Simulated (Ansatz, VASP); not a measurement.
**One calculation of ZnS, two programs**

File INCAR:

```
SYSTEM = ZnS
PREC = Accurate
ENCUT = 520
EDIFF = 1E-6
ISMEAR = 0
SIGMA = 0.01
LREAL = .FALSE.
LASPH = .TRUE.
NELM = 80
ALGO = Normal
ISIF = 2
LWAVE = .FALSE.
LCHARG = .FALSE.
GGA = PS
NBANDS = 26
```

The input KPOINTS:

```
Automatic mesh
0
G
  12 12 6
  0 0 0
```

POSCAR

```
ZnS
1.0
    3.7822342358      0.0000000000      0.0000000000
   -1.8911171179      3.2755109313      0.0000000000
    0.0000000000      0.0000000000      6.2081486949
Zn S
2 2
Direct
    0.3333333333      0.6666666667     -0.0278892478
    0.6666666667      0.3333333333      0.4721107522
    0.3333333333      0.6666666667      0.4028892478
    0.6666666667      0.3333333333      0.9028892478
```

Input for Ansatz:

```yaml
crystal:
  lattice:
    - [3.7822342358, 0.0, 0.0]
    - [-1.8911171179, 3.2755109313, 0.0]
    - [0.0, 0.0, 6.2081486949]
  atoms:
    - { symbol: Zn, position: [0.3333333333, 0.6666666667, -0.0278892478] }
    - { symbol: Zn, position: [0.6666666667, 0.3333333333, 0.4721107522] }
    - { symbol: S, position: [0.3333333333, 0.6666666667, 0.4028892478] }
    - { symbol: S, position: [0.6666666667, 0.3333333333, 0.9028892478] }
basis:
  ecutwfc: 420
  xc_grid: 2
kpoints:
  mp_grid: { grid: [12, 12, 6] }
hamiltonian:
  xc: pbesol
  pseudopotentials: { kind: paw, azcp: { folder: soft_1 } }
scf:
  occupations: { method: fixed }
output:
  forces: true
  stress: true
  eigenvalues: true
  polarization: {}
```

Change from the starting cell: polar distortion scaled by 0.55.

Alike in both runs: task single point; functional PBEsol; k mesh 12 × 12 × 6; no spin polarisation.

|  | VASP | Ansatz |
| --- | --- | --- |
| version | VASP 6.6.1 | Ansatz 0.2.0 |
| potentials or method | VASP PAW PBE potentials, release 64 (Zn, S), cutoff 520 eV | scalar-relativistic, plane waves, PAW |
| occupations | gaussian, width 0.01 eV | fixed |
| valence electrons in the cell | 36 | 36 |

Ansatz gave:

```
gap on the k mesh at the Fermi level (eV)                     : 2.35
least direct gap on the mesh (eV)                             : 2.35
pressure (GPa)                                                : 3.0
traceless stress, the component that is largest in VASP (GPa) : -5.35
rms of the force components (eV/Å)                            : 0.487
```

What did VASP give for the same quantities?

gap on the k mesh at the Fermi level (eV): 2.37; least direct gap on the mesh (eV): 2.37; pressure (GPa): 3.2; traceless stress, the component that is largest in VASP (GPa): -5.46; rms of the force components (eV/Å): 0.492.

VASP's potentials were made for PBE, not for PBEsol, and Ansatz warns of the same on its side. Atom by atom the forces differ by 0.005 eV/Å (rms over components).
